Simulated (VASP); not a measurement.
Input of a VASP 6.6.1 run:

Contents of INCAR:

```
PREC     = Accurate       # precision mode
ENCUT    = 600            # plane-wave cutoff, eV
EDIFF    = 1E-6           # SCF threshold, eV
ISMEAR   = -1             # smearing method
SIGMA    = 0.08           # smearing width, eV
LREAL    = False          # projectors in reciprocal space
LASPH    = True           # aspherical terms in the spheres
NELM     = 120            # most SCF steps
ALGO     = Normal         # electronic algorithm
ISIF     = 2              # what is computed and relaxed
LWAVE    = False          # write WAVECAR
LCHARG   = False          # write CHGCAR
GGA      = PS             # functional
NBANDS   = 25             # bands
GGA_COMPAT= False
```

Contents of KPOINTS:

```
regular mesh
0
Gamma
  7 7 10
```

The input POSCAR:

```
MgF2
1.0
    4.5370685047      0.0000000000      0.0000000000
    0.0000000000      4.5370685047      0.0000000000
    0.0000000000      0.0000000000      3.0098335364
Mg F
2 4
Direct
    0.0000000000      0.0000000000      0.0000000000
    0.5000000000      0.5000000000      0.5000000000
    0.3024206613      0.3024206613      0.0000000000
    0.6975793387      0.6975793387      0.0000000000
    0.8024206613      0.1975793387      0.5000000000
    0.1975793387      0.8024206613      0.5000000000
```

Potentials or basis: VASP PAW PBE potentials, release 64 (Mg, F).

Command:

```sh
$ cat potpaw_PBE.64/Mg/POTCAR potpaw_PBE.64/F/POTCAR > POTCAR
$ mpirun -np 1 vasp_std > vasp.out
```

Q: What does it give for the largest force?

A: 0.003 eV/Å.

Q: Estimate the pressure.

A: 5.9 GPa.

Q: Estimate the band gap on the k mesh.

A: 7.28 eV.

Forces in eV/Å, atoms in the order of the input:
```
Mg   0.000  0.000  0.000
Mg   0.000  0.000  0.000
F    0.002  0.002  0.000
F   -0.002 -0.002  0.000
F    0.002 -0.002  0.000
F   -0.002  0.002  0.000
```

Caveat: the cell stands under pressure; the PAW data sets were made with another functional, which shifts forces and pressure a little; an odd mesh through Γ misses points on the zone boundary, where band edges can lie.
